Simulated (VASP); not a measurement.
# Si2B (Pn-3m) in VASP: further runs

The runs below take Si2B through single point, with r2SCAN.

Program: VASP 6.6.1. These are calculated values, not measurements. Logs are shortened: lines on timing, memory, paths and dates and some standing lists are left out, and cuts for length are marked.

## Step 1: The cell of the first run

The structure is cubic, space group Pn-3m (No. 224). Conventional cell: a = 4.343 Å, b = 4.343 Å, c = 4.343 Å, α = 90.00°, β = 90.00°, γ = 90.00°. Si (site symmetry -3m) has 2 B at 1.88 Å within 2.5 Å. B (site symmetry -43m) has 4 Si at 1.88 Å within 2.5 Å.

## Step 2: Single point, r2SCAN

POSCAR reads:

```
Si2B
1.0
    4.3428848873      0.0000000000      0.0000000000
    0.0000000000      4.3428848873      0.0000000000
    0.0000000000      0.0000000000      4.3428848873
Si B
4 2
Direct
    0.2500000000      0.2500000000      0.2500000000
    0.2500000000      0.7500000000      0.7500000000
    0.7500000000      0.7500000000      0.2500000000
    0.7500000000      0.2500000000      0.7500000000
    0.0000000000      0.0000000000      0.0000000000
    0.5000000000      0.5000000000      0.5000000000
```

INCAR.step1 reads:

```
SYSTEM = Si2B
PREC = Accurate
ENCUT = 520
ISMEAR = 0
SIGMA = 0.1
LREAL = .False.
LASPH = .True.
NELM = 60
NBANDS = 20
GGA = PE
ALGO = Normal
EDIFF = 1E-4
LWAVE = .True.
LCHARG = .False.
```

INCAR.step2 reads:

```
SYSTEM = Si2B
PREC = Accurate
ENCUT = 520
EDIFF = 1E-6
ISMEAR = 0
SIGMA = 0.1
LREAL = .False.
LASPH = .True.
NELM = 60
ALGO = Normal
ISIF = 2
LWAVE = .False.
LCHARG = .False.
METAGGA = R2SCAN
LMIXTAU = .True.
NBANDS = 20
ISTART = 1
```

KPOINTS reads:

```
Automatic mesh
0
Gamma
  4 4 4
  0 0 0
```

Potentials or basis: VASP PAW PBE potentials, release 64 (Si, B).

Run with:

```
cat potpaw_PBE.64/Si/POTCAR potpaw_PBE.64/B/POTCAR > POTCAR
cp INCAR.step1 INCAR
mpirun -np 1 vasp_std > vasp.out
cp INCAR.step2 INCAR
mpirun -np 1 vasp_std > vasp.out
```

OUTCAR:

```text
SYSTEM = Si2B
   PREC = Accurate
   ENCUT = 520
   EDIFF = 1E-6
   ISMEAR = 0
   LREAL = .False.
   LASPH = .True.
   NELM = 60
   ISIF = 2
   METAGGA = R2SCAN
   ISTART = 1

 ion  position               nearest neighbor table
   1  0.250  0.250  0.250-   5 1.88   6 1.88   4 3.07   2 3.07   3 3.07   2 3.07   4 3.07   2 3.07
                             3 3.07   2 3.07   3 3.07   4 3.07   4 3.07   3 3.07
   2  0.250  0.750  0.750-   5 1.88   6 1.88   4 3.07   1 3.07   3 3.07   1 3.07   3 3.07   1 3.07
                             4 3.07   1 3.07   3 3.07   4 3.07   3 3.07   4 3.07
   3  0.750  0.750  0.250-   5 1.88   6 1.88   4 3.07   1 3.07   2 3.07   2 3.07   4 3.07   1 3.07
                             4 3.07   4 3.07   1 3.07   2 3.07   2 3.07   1 3.07
   4  0.750  0.250  0.750-   5 1.88   6 1.88   3 3.07   1 3.07   2 3.07   1 3.07   3 3.07   2 3.07
                             3 3.07   3 3.07   1 3.07   2 3.07   1 3.07   2 3.07
   5  0.000  0.000  0.000-   1 1.88   2 1.88   3 1.88   4 1.88
   6  0.500  0.500  0.500-   1 1.88   2 1.88   3 1.88   4 1.88

  LATTYP: Found a simple cubic cell.
 ALAT       =     4.3428848873

  Lattice vectors:

 A1 = (   4.3428848873,   0.0000000000,   0.0000000000)
 A2 = (   0.0000000000,   4.3428848873,   0.0000000000)
 A3 = (   0.0000000000,   0.0000000000,   4.3428848873)

Analysis of symmetry for initial positions (statically):
=====================================================================
 Subroutine PRICEL returns:
 Original cell was already a primitive cell.

 Routine SETGRP: Setting up the symmetry group for a
 simple cubic supercell.

 Subroutine GETGRP returns: Found 48 space group operations
 (whereof 24 operations were pure point group operations)
 out of a pool of 48 trial point group operations.

The static configuration has the point symmetry T_d .
 The point group associated with its full space group is O_h .

Analysis of symmetry for dynamics (positions and initial velocities):
=====================================================================
 Subroutine PRICEL returns:
 Original cell was already a primitive cell.

 Routine SETGRP: Setting up the symmetry group for a
 simple cubic supercell.

 Subroutine GETGRP returns: Found 48 space group operations
 (whereof 24 operations were pure point group operations)
 out of a pool of 48 trial point group operations.

The dynamic configuration has the point symmetry T_d .
 The point group associated with its full space group is O_h .

 Subroutine INISYM returns: Found 48 space group operations
 (whereof 24 operations are pure point group operations),
 and found     1 'primitive' translations

----------------------------------------------------------------------------------------

                                     Primitive cell

  volume of cell :      81.9096

  direct lattice vectors                    reciprocal lattice vectors
     4.342884887  0.000000000  0.000000000     0.230261687  0.000000000  0.000000000
     0.000000000  4.342884887  0.000000000     0.000000000  0.230261687  0.000000000
     0.000000000  0.000000000  4.342884887     0.000000000  0.000000000  0.230261687

  length of vectors
     4.342884887  4.342884887  4.342884887     0.230261687  0.230261687  0.230261687

  position of ions in fractional coordinates (direct lattice)
     0.250000000  0.250000000  0.250000000
     0.250000000  0.750000000  0.750000000
     0.750000000  0.750000000  0.250000000
     0.750000000  0.250000000  0.750000000
     0.000000000  0.000000000  0.000000000
     0.500000000  0.500000000  0.500000000

  ion indices of the primitive-cell ions
   primitive index   ion index
                 1           1
                 2           2
                 3           3
                 4           4
                 5           5
                 6           6

----------------------------------------------------------------------------------------

 KPOINTS: Automatic mesh

Automatic generation of k-mesh.
 Grid dimensions read from file:
 generate k-points for:    4    4    4

 Generating k-lattice:

  Cartesian coordinates                     Fractional coordinates (reciprocal lattice)
     0.057565422  0.000000000  0.000000000     0.250000000  0.000000000  0.000000000
     0.000000000  0.057565422  0.000000000     0.000000000  0.250000000  0.000000000
     0.000000000  0.000000000  0.057565422     0.000000000  0.000000000  0.250000000

  Length of vectors
     0.057565422  0.057565422  0.057565422

  Shift w.r.t. Gamma in fractional coordinates (k-lattice)
     0.000000000  0.000000000  0.000000000

 Subroutine IBZKPT returns following result:
 ===========================================

 Found     10 irreducible k-points:

 Following reciprocal coordinates:
            Coordinates               Weight
  0.000000  0.000000  0.000000      1.000000
  0.250000  0.000000  0.000000      6.000000
  0.500000  0.000000  0.000000      3.000000
  0.250000  0.250000  0.000000     12.000000
  0.500000  0.250000  0.000000     12.000000
  0.500000  0.500000  0.000000      3.000000
  0.250000  0.250000  0.250000      8.000000
  0.500000  0.250000  0.250000     12.000000
  0.500000  0.500000  0.250000      6.000000
  0.500000  0.500000  0.500000      1.000000
   k-points           NKPTS =     10   k-points in BZ     NKDIM =     10   number of bands    NBANDS=     20
   number of dos      NEDOS =    301   number of ions     NIONS =      6
   total plane-waves  NPLWV =  32768
   dimension x,y,z NGX =    32 NGY =   32 NGZ =   32
   dimension x,y,z NGXF=    64 NGYF=   64 NGZF=   64
   ions per type =               4   2
   NGX,Y,Z   is equivalent  to a cutoff of  12.25, 12.25, 12.25 a.u.
   NGXF,Y,Z  is equivalent  to a cutoff of  24.50, 24.50, 24.50 a.u.
 SYSTEM =  Si2B
   PREC   = accura    normal or accurate (medium, high low for compatibility)
   ISTART =      1    job   : 0-new  1-cont  2-samecut
   ICHARG =      0    charge: 1-file 2-atom 10-const
   ISPIN  =      1    spin polarized calculation?
   LNONCOLLINEAR =      F non collinear calculations
   LSORBIT =      F    spin-orbit coupling
   LASPH  =      T    aspherical Exc in radial PAW
   ENCUT  =  520.0 eV  38.22 Ry    6.18 a.u.   8.07  8.07  8.07*2*pi/ulx,y,z
   NELM   =     60;   NELMIN=  2; NELMDL=  0     # of ELM steps
   EDIFF  = 0.1E-05   stopping-criterion for ELM
   LREAL  =      F    real-space projection
   EDIFFG = 0.1E-04   stopping-criterion for IOM
   NSW    =      0    number of steps for IOM
   IBRION =     -1    ionic relax: 0-MD 1-quasi-New 2-CG
   NFREE  =      0    steps in history (QN), initial steepest desc. (CG)
   ISIF   =      2    stress and relaxation
   ISYM   =      2    0-nonsym 1-usesym 2-fastsym
   POTIM  = 0.5000    time-step for ionic-motion
   TEBEG  =    0.0;   TEEND  =   0.0 temperature during run
   PSTRESS=    0.0 pullay stress
   NELECT =      22.0000    total number of electrons
   NUPDOWN=      -1.0000    fix difference up-down
   EMIN   =  10.00;   EMAX   =-10.00  energy-range for DOS
   EFERMI =   0.00;   METHOD = LEGACY
   ISMEAR =     0;   SIGMA  =   0.10  broadening in eV -4-tet -1-fermi 0-gaus
   EFERMI_NEDOS =   21; number of points for ismear=-14 and -15
   IALGO  =     38    algorithm
   IMIX   =      4    mixing-type and parameters
     AMIX     =   0.40;   BMIX     =  1.00
     AMIX_MAG =   1.60;   BMIX_MAG =  1.00
  volume/ion in A,a.u.               =      13.65        92.13
  Fermi-wavevector in a.u.,A,eV,Ry     =   1.056260  1.996042 15.179812  1.115685
  Thomas-Fermi vector in A             =   2.191489
   LORBIT       =      0    0 simple, 1 ext, 2 COOP (PROOUT), +10 PAW based schemes
   METAGGA = R2SCAN    functional components
   LHFCALC =     F    Hartree Fock is set to
   AEXX    =    0.0000 exact exchange contribution
   IVDW    =     0    specifies the selected vdW correction
   LEPSILON=     F    determine dielectric tensor
   LRPA    =     F    only Hartree local field effects (RPA)
 non-spin polarized calculation
 Gauss-broadening in eV      SIGMA  =   0.10
  energy-cutoff  :      520.00
  volume of cell :       81.91
 maximum number of plane-waves:      2272
   NGX = 17   NGY = 17   NGZ = 17

 number of electron      22.0000002 magnetization

 Free energy of the ion-electron system (eV)
  ---------------------------------------------------
  ext. energy  EPLUGINS =         0.00000000
  ---------------------------------------------------
  free energy    TOTEN  =       -43.15275139 eV

  energy without entropy =      -43.13980299  energy(sigma->0) =      -43.14627719

 E-fermi :   7.7830     XC(G=0): -11.2349

 val. band max:        7.6132557392   @ k =   0.5000   0.2500   0.0000
 cond. band min:       7.8467438698   @ k =   0.5000   0.2500   0.2500
 fundamental gap:      0.2334881306
 Fermi energy:         7.7830034839

 k-point     1 :       0.0000    0.0000    0.0000
  band No.  band energies     occupation
      1      -6.9272      2.00000
      2      -2.1782      2.00000
      3       0.2251      2.00000
      4       0.2251      2.00000
      5       0.2251      2.00000
      6       3.1431      2.00000
[... 12 lines left out ...]
     19      12.1076      0.00000
     20      14.1233      0.00000

 k-point     2 :       0.2500    0.0000    0.0000
  band No.  band energies     occupation
      1      -6.4778      2.00000
      2      -3.2795      2.00000
      3       0.0231      2.00000
      4       0.5174      2.00000
      5       0.5174      2.00000
      6       2.7536      2.00000
[... 12 lines left out ...]
     19      13.6419      0.00000
     20      13.6875      0.00000
[... 143 lines left out ...]
      3      -1.9467      2.00000
      4      -1.9467      2.00000
      5       0.2936      2.00000
      6       1.5140      2.00000
[... 12 lines left out ...]
     19      13.8713      0.00000
     20      14.8728      0.00000

 k-point    10 :       0.5000    0.5000    0.5000
  band No.  band energies     occupation
      1      -3.8446      2.00000
      2      -2.8225      2.00000
      3      -1.2334      2.00000
      4      -1.2334      2.00000
      5      -1.2334      2.00000
      6       0.5228      2.00000
[... 12 lines left out ...]
     19      13.7632      0.00000
     20      14.5607      0.00000

------------------------ aborting loop because EDIFF is reached ----------------------------------------

  FORCE on cell =-STRESS in cart. coord.  units (eV):
  Direction    XX          YY          ZZ          XY          YZ          ZX
  --------------------------------------------------------------------------------------
  -------------------------------------------------------------------------------------
  Total        8.2225337      8.2225337      8.2225337     -0.0000000      0.0000000      0.0000000
  in kB      160.8352692    160.8352692    160.8352692     -0.0000000      0.0000000      0.0000000
  external PRESSURE =     160.8352692 kB  Pullay stress =       0.0000000 kB

 VOLUME and BASIS-vectors are now :
 -----------------------------------------------------------------------------
  energy-cutoff  :      520.00
  volume of cell :       81.91
      direct lattice vectors                 reciprocal lattice vectors
     4.342884887  0.000000000  0.000000000     0.230261687  0.000000000  0.000000000
     0.000000000  4.342884887  0.000000000     0.000000000  0.230261687  0.000000000
     0.000000000  0.000000000  4.342884887     0.000000000  0.000000000  0.230261687

 POSITION                                       TOTAL-FORCE (eV/Angst)
 -----------------------------------------------------------------------------------
      1.08572      1.08572      1.08572        -0.000000      0.000000      0.000000
      1.08572      3.25716      3.25716        -0.000000     -0.000000     -0.000000
      3.25716      3.25716      1.08572         0.000000      0.000000      0.000000
      3.25716      1.08572      3.25716         0.000000      0.000000     -0.000000
      0.00000      0.00000      0.00000         0.000000      0.000000     -0.000000
      2.17144      2.17144      2.17144         0.000000      0.000000      0.000000
 -----------------------------------------------------------------------------------
    total drift:                               -0.000000      0.000000      0.000000

  FREE ENERGIE OF THE ION-ELECTRON SYSTEM (eV)
  ---------------------------------------------------
  free  energy   TOTEN  =       -43.1527513912 eV

  energy  without entropy=      -43.1398029873  energy(sigma->0) =      -43.14627719
```

Run time: 40 s. Hardware: 1 thread of Oxide Virtual Turin-like, shared host; peak memory 0.15 GiB.

What came out:

- Free energy: -43.1528 eV
- Pressure: 16.1 GPa
- Band gap on the k mesh: zero (bands 11 and 12 overlap by 2.21 eV)

Caveat: the k points lie up to 0.36 Å⁻¹ apart, too coarse for converged energies and pressures of a metal; the PAW data sets were made with another functional, which shifts forces and pressure a little.

## Step 3: Single point, r2SCAN

This run uses another cell than the first one, of 15.59 Å³/atom.

POSCAR: that of step 2 with these lines changed.

```diff
@@ -2,5 +2,5 @@
 1.0
-    4.3428848873      0.0000000000      0.0000000000
-    0.0000000000      4.3428848873      0.0000000000
-    0.0000000000      0.0000000000      4.3428848873
+    4.5395019481      0.0000000000      0.0000000000
+    0.0000000000      4.5395019481      0.0000000000
+    0.0000000000      0.0000000000      4.5395019481
 Si B
```

INCAR.step1 reads:

```
PREC = Accurate
ENCUT = 520
ISMEAR = 0
SIGMA = 0.1
LREAL = F
LASPH = T
NELM = 80
NBANDS = 20
GGA = PE
ALGO = Normal
EDIFF = 1E-4
LWAVE = T
LCHARG = F
```

INCAR.step2 reads:

```
PREC = Accurate
ENCUT = 520
EDIFF = 1E-6
ISMEAR = 0
SIGMA = 0.1
LREAL = F
LASPH = T
NELM = 80
ALGO = Normal
ISIF = 2
LWAVE = F
LCHARG = F
METAGGA = R2SCAN
LMIXTAU = T
NBANDS = 20
ISTART = 1
```

KPOINTS reads:

```
Automatic mesh
0
Gamma
  4 4 4
```

Potentials or basis: VASP PAW PBE potentials, release 64 (Si, B).

Run with:

```
cat potpaw_PBE.64/Si/POTCAR potpaw_PBE.64/B/POTCAR > POTCAR
cp INCAR.step1 INCAR
mpirun -np 1 vasp_std > vasp.out
cp INCAR.step2 INCAR
mpirun -np 1 vasp_std > vasp.out
```

Wall time 50 s (1 thread of Oxide Virtual Turin-like, shared host); peak memory 0.18 GiB.

Results (log left out):

```
Free energy            : -43.6787 eV
Pressure               : -0.1 GPa
Band gap on the k mesh : zero (bands 11 and 12 overlap by 2.19 eV)
```

Levels at points of the mesh, in eV from the Fermi level:
| k point | band 7 | band 8 | band 9 | band 10 | band 11 | band 12 | band 13 | band 14 | band 15 | band 16 |
| --- | --- | --- | --- | --- | --- | --- | --- | --- | --- | --- |
| (0.00, 0.00, 0.00) | -3.97 | -3.33 | -3.33 | -3.33 | -0.66 | 1.95 | 1.95 | 1.95 | 3.59 | 3.59 |
| (0.50, 0.00, 0.00) | -4.11 | -4.11 | -2.21 | -2.21 | 1.07 | 1.07 | 1.49 | 1.49 | 1.72 | 1.72 |
| (0.50, 0.50, 0.00) | -3.73 | -3.73 | -2.23 | -2.23 | -1.12 | -1.12 | 2.28 | 2.28 | 4.02 | 4.02 |
| (0.50, 0.50, 0.50) | -6.38 | -6.38 | 0.75 | 0.75 | 0.75 | 2.97 | 2.97 | 2.97 | 4.60 | 4.60 |

Caveat: the PAW data sets were made with another functional, which shifts forces and pressure a little.

## Step 4: Single point, r2SCAN

This run uses another cell than the first one, of 15.47 Å³/atom.

POSCAR: that of step 3 with these lines changed.

```diff
@@ -2,5 +2,5 @@
 1.0
-    4.5395019481      0.0000000000      0.0000000000
-    0.0000000000      4.5395019481      0.0000000000
-    0.0000000000      0.0000000000      4.5395019481
+    4.5281672501      0.0000000000      0.0000000000
+    0.0000000000      4.5281672501      0.0000000000
+    0.0000000000      0.0000000000      4.5281672501
 Si B
```

INCAR.step1 reads:

```
PREC = Accurate
ENCUT = 520
ISMEAR = 0
SIGMA = 0.1
LREAL = False
LASPH = True
NELM = 60
NBANDS = 20
GGA = PE
ALGO = Normal
EDIFF = 1E-4
LWAVE = True
LCHARG = False
```

INCAR.step2 reads:

```
PREC = Accurate
ENCUT = 520
EDIFF = 1E-6
ISMEAR = 0
SIGMA = 0.1
LREAL = False
LASPH = True
NELM = 60
ALGO = Normal
ISIF = 2
LWAVE = False
LCHARG = True
METAGGA = R2SCAN
LMIXTAU = True
LELF = True
LVHAR = True
NBANDS = 20
ISTART = 1
```

KPOINTS reads:

```
Automatic mesh
0
Gamma
  8 8 8
```

Run with:

```
cat potpaw_PBE.64/Si/POTCAR potpaw_PBE.64/B/POTCAR > POTCAR
cp INCAR.step1 INCAR
mpirun -np 1 vasp_std > vasp.out
cp INCAR.step2 INCAR
mpirun -np 1 vasp_std > vasp.out
```

Run time: 3.6 min. Hardware: 1 thread of Oxide Virtual Turin-like, shared host; peak memory 0.2 GiB.

The run converged. Its results:

| Item | Value |
| --- | --- |
| Free energy | -43.7097 eV |
| Pressure | -0.1 GPa |
| Band gap on the k mesh | zero (bands 11 and 12 overlap by 2.19 eV) |

Levels at points of the mesh, in eV from the Fermi level:
| k point | band 8 | band 9 | band 10 | band 11 | band 12 | band 13 | band 14 | band 15 |
| --- | --- | --- | --- | --- | --- | --- | --- | --- |
| (0.00, 0.00, 0.00) | -3.24 | -3.24 | -3.24 | -0.54 | 2.08 | 2.08 | 2.08 | 3.73 |
| (0.50, 0.00, 0.00) | -4.03 | -2.12 | -2.12 | 1.19 | 1.19 | 1.61 | 1.61 | 1.84 |
| (0.50, 0.50, 0.00) | -3.64 | -2.13 | -2.13 | -1.00 | -1.00 | 2.40 | 2.40 | 4.14 |
| (0.50, 0.50, 0.50) | -6.32 | 0.87 | 0.87 | 0.87 | 3.09 | 3.09 | 3.09 | 4.75 |

Caveat: the PAW data sets were made with another functional, which shifts forces and pressure a little.

## Step 5: Overview

| cell | k mesh | gap on the mesh (eV) | pressure (GPa) |
| --- | --- | --- | --- |
| a = 4.343 Å, 6 atoms | 4 × 4 × 4 | none | 16.1 |
| a = 4.540 Å, 6 atoms | 4 × 4 × 4 | none | -0.1 |
| a = 4.528 Å, 6 atoms | 8 × 8 × 8 | none | -0.1 |

Alike in all rows: task single point; level r2SCAN; potentials or basis VASP PAW PBE potentials, release 64 (Si, B); no spin polarisation; cutoff (eV) 520; smearing gaussian 0.1 eV.

Caveats: some runs use coarse meshes; the PAW data sets were made with another functional, which shifts forces and pressure a little.

Absolute energies hang on the potentials; compare differences alone.

The gap in the log of VASP goes by the Fermi energy; the results here count the filled bands.